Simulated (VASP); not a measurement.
Set up this calculation in VASP 6.6.1, as the native input.

```yaml
Task: relaxation of cell and atoms
Functional: LDA
Potentials_or_basis: VASP PAW LDA potentials, release 64 (Pd, I)
Cutoff: 600 eV
k_mesh: 13 × 13 × 13
Occupations: fermi-dirac, width 0.1 eV
Spin: no spin polarisation
Target_pressure: 9.1 GPa
Dipole_correction: no
Further_INCAR_settings: ALGO = Normal; EDIFF = 1e-06; IBRION = 2; EDIFFG = -0.005; NSW = 60; ISIF = 3
```

The structure of PdI (CsCl type) lies in POSCAR:

```
PdI
1.0
    3.3519707700      0.0000000000      0.0000000000
    0.0000000000      3.3519707700      0.0000000000
    0.0000000000      0.0000000000      3.3519707700
Pd I
1 1
Direct
    0.0000000000      0.0000000000      0.0000000000
    0.5000000000      0.5000000000      0.5000000000
```

One way to write it, as run:

INCAR

```
PREC     = Accurate       # precision mode
ENCUT    = 600            # plane-wave cutoff, eV
EDIFF    = 1E-6           # SCF threshold, eV
ISMEAR   = -1             # smearing method
SIGMA    = 0.1            # smearing width, eV
LREAL    = F              # projectors in reciprocal space
LASPH    = T              # aspherical terms in the spheres
NELM     = 60             # most SCF steps
ALGO     = Normal         # electronic algorithm
ISIF     = 3              # what is computed and relaxed
LWAVE    = F              # write WAVECAR
LCHARG   = F              # write CHGCAR
GGA      = CA             # functional
IBRION   = 2              # ionic algorithm
NSW      = 60             # ionic steps
EDIFFG   = -0.005         # ionic threshold
PSTRESS  = 91.0
```

KPOINTS

```
Automatic mesh
0
Gamma
  13 13 13
```

Potentials or basis: VASP PAW LDA potentials, release 64 (Pd, I).

The run is started by

```sh
$ cat potpaw_LDA.64/Pd/POTCAR potpaw_LDA.64/I/POTCAR > POTCAR
$ mpirun -np 1 vasp_std > vasp.out
```

It gave:

The relaxed volume is 19.21 Å³/atom. The relaxed cell is a = 3.374 Å, b = 3.374 Å, c = 3.374 Å, α = 90.00°, β = 90.00°, γ = 90.00°, the space group after relaxing (to 0.05 Å) is Pm-3m (No. 221) and the energy change on relaxing (the enthalpy is what falls) is -24.8 meV/atom. The ionic steps are 3 and the pressure after relaxing is 9.1 GPa.

Caveat: the cell is relaxed towards a set pressure, so the enthalpy falls and the energy may rise; an odd number of electrons without spin polarisation forces a metal; a magnetic or distorted state may lie lower.

Run time: 31 s on 1 thread of Intel(R) Xeon(R) 6975P-C (Granite Rapids), on a shared host, peak memory 0.19 GiB.
